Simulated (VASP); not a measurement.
Set up this calculation in VASP 6.6.1, as the native input.

```yaml
Task: single point
Functional: PBE
Potentials_or_basis: VASP PAW PBE potentials, release 64 (Co, Ni, O)
Cutoff: 520 eV
k_mesh: 4 × 4 × 4
Occupations: gaussian, width 0.1 eV
Spin: collinear spin, ferromagnetic start
Starting_moments: "[2.85, 2.85, 2.85, 2.85, 2.81, 1.9, 1.9, 1.9, 0.26, 0.26, 0.26, 0.24, 0.24, 0.26, 0.26, 0.26] μB"
Hubbard_terms: Co d U = 3.32 eV, Ni d U = 6.2 eV
Dipole_correction: no
Further_INCAR_settings: LREAL = Auto; ALGO = Normal; EDIFF = 1e-06; NBANDS = 80
```

The structure of Co5Ni3O8 lies in POSCAR:

```
Co5Ni3O8
1.0
   -0.0042218767     -4.2921669133     -4.2921669133
   -4.2963887900     -4.2963887900      0.0000000000
   -4.2963887900      0.0000000000     -4.2963887900
Co Ni O
5 3 8
Direct
    0.5000000000      0.5000000000      0.5000000000
    0.5000000000      0.0000000000      0.5000000000
    0.5000000000      0.5000000000      0.0000000000
    0.5000000000      0.0000000000      0.0000000000
    0.0000000000      0.5000000000      0.5000000000
    0.0000000000      0.0000000000      0.5000000000
    0.0000000000      0.5000000000      0.0000000000
    0.0000000000      0.0000000000      0.0000000000
    0.2475097593      0.2498991457      0.2498991457
    0.2475097593      0.7526919493      0.2498991457
    0.2475097593      0.2498991457      0.7526919493
    0.2456458170      0.7514513943      0.7514513943
    0.7543541830      0.2485486057      0.2485486057
    0.7524902407      0.7501008543      0.2473080507
    0.7524902407      0.2473080507      0.7501008543
    0.7524902407      0.7501008543      0.7501008543
```

One way to write it, as run:

INCAR

```
SYSTEM = Co5Ni3O8
PREC     = Accurate       ! precision mode
ENCUT    = 520            ! plane-wave cutoff, eV
EDIFF    = 1E-6           ! SCF threshold, eV
ISMEAR   = 0              ! smearing method
SIGMA    = 0.1            ! smearing width, eV
LREAL    = Auto         
LASPH    = .TRUE.         ! aspherical terms in the spheres
NELM     = 150            ! most SCF steps
ALGO     = Normal         ! electronic algorithm
ISIF     = 2              ! what is computed and relaxed
LWAVE    = .FALSE.        ! write WAVECAR
LCHARG   = .FALSE.        ! write CHGCAR
ISPIN    = 2              ! spin polarisation
MAGMOM   = 2.85 2.85 2.85 2.85 2.81 1.9 1.9 1.9 0.26 0.26 0.26 0.24 0.24 0.26 0.26 0.26 ! initial moments
LORBIT   = 11             ! projections on sites
LMAXMIX  = 4              ! l up to which the mixer works
LDAU     = .TRUE.         ! DFT+U
LDAUTYPE = 2            
LDAUL    = 2 2 -1         ! shell
LDAUU    = 3.32 6.2 0     ! U, eV
LDAUJ    = 0 0 0        
LDAUPRINT= 1            
GGA      = PE             ! functional
NBANDS   = 80             ! bands
```

KPOINTS

```
regular mesh
0
G
  4 4 4
  0 0 0
```

Potentials or basis: VASP PAW PBE potentials, release 64 (Co, Ni, O).

The run is started by

```sh
$ cat potpaw_PBE.64/Co/POTCAR potpaw_PBE.64/Ni/POTCAR potpaw_PBE.64/O/POTCAR > POTCAR
$ mpirun -np 1 vasp_std > vasp.out
```

It gave:

* Pressure: -5.2 GPa
* Largest force: 0.151 eV/Å
* Band gap on the k mesh: zero (filled and empty bands overlap)
* Net moment: 9.00 μB per cell
* Site moments: Co +2.68, +2.76, +2.72 (each value once); Ni -1.75; O +0.08, +0.03 (each value once) μB
* Valence electrons inside the program's atomic spheres: Co 7.74, 7.76, 7.77 (each value once); Ni 8.89; O 4.99

Caveat: the cell stands under tension.

It took 35 min on 1 thread of Intel Xeon 8259CL (shared host), peak memory 0.55 GiB.
